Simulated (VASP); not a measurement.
A run of VASP 6.6.1 is set up as follows.

Contents of POSCAR:

```
BaTiO3
1.0
    3.9727519242      0.0000000000      0.0000000000
    0.0000000000      3.9727519242      0.0000000000
    0.0000000000      0.0000000000      4.1114104907
Ba Ti O
1 1 3
Direct
    0.5000000000      0.5000000000      0.5849745969
    0.0000000000      0.0000000000      0.1030751064
    0.0000000000      0.5000000000      0.0629584895
    0.5000000000      0.0000000000      0.0629584895
    0.0000000000      0.0000000000      0.5460303076
```

INCAR.step1

```
SYSTEM = BaTiO3
PREC = Accurate ; ENCUT = 520
ISMEAR = 0 ; SIGMA = 0.02
LREAL = .FALSE. ; LASPH = .TRUE.
NELM = 80 ; NBANDS = 28
GGA = PE ; ALGO = Normal
EDIFF = 1E-4 ; LWAVE = .TRUE.
LCHARG = .FALSE.
```

The input INCAR.step2:

```
SYSTEM = BaTiO3
PREC = Accurate ; ENCUT = 520
EDIFF = 1E-6 ; ISMEAR = 0
SIGMA = 0.02 ; LREAL = .FALSE.
LASPH = .TRUE. ; NELM = 80
ALGO = Normal ; ISIF = 2
LWAVE = .FALSE. ; LCHARG = .TRUE.
METAGGA = R2SCAN ; LMIXTAU = .TRUE.
LELF = .TRUE. ; LVHAR = .TRUE.
NBANDS = 28 ; ISTART = 1
```

Contents of KPOINTS:

```
Automatic mesh
0
G
  8 8 8
  0 0 0
```

Potentials or basis: VASP PAW PBE potentials, release 64 (Ba_sv, Ti_sv, O).

Run with:

```bash
$ cat potpaw_PBE.64/Ba_sv/POTCAR potpaw_PBE.64/Ti_sv/POTCAR potpaw_PBE.64/O/POTCAR > POTCAR
$ cp INCAR.step1 INCAR
$ mpirun -np 1 vasp_std > vasp.out
$ cp INCAR.step2 INCAR
$ mpirun -np 1 vasp_std > vasp.out
```

(1) Predict the largest force.

(2) What does it give for the band gap on the k mesh?

Results:

(1) 0.170 eV/Å.

(2) 2.21 eV (least direct gap 2.71 eV).

Caveat: the PAW data sets were made with another functional, which shifts forces and pressure a little; spin-orbit coupling is left out, which moves the levels of the heavy elements.
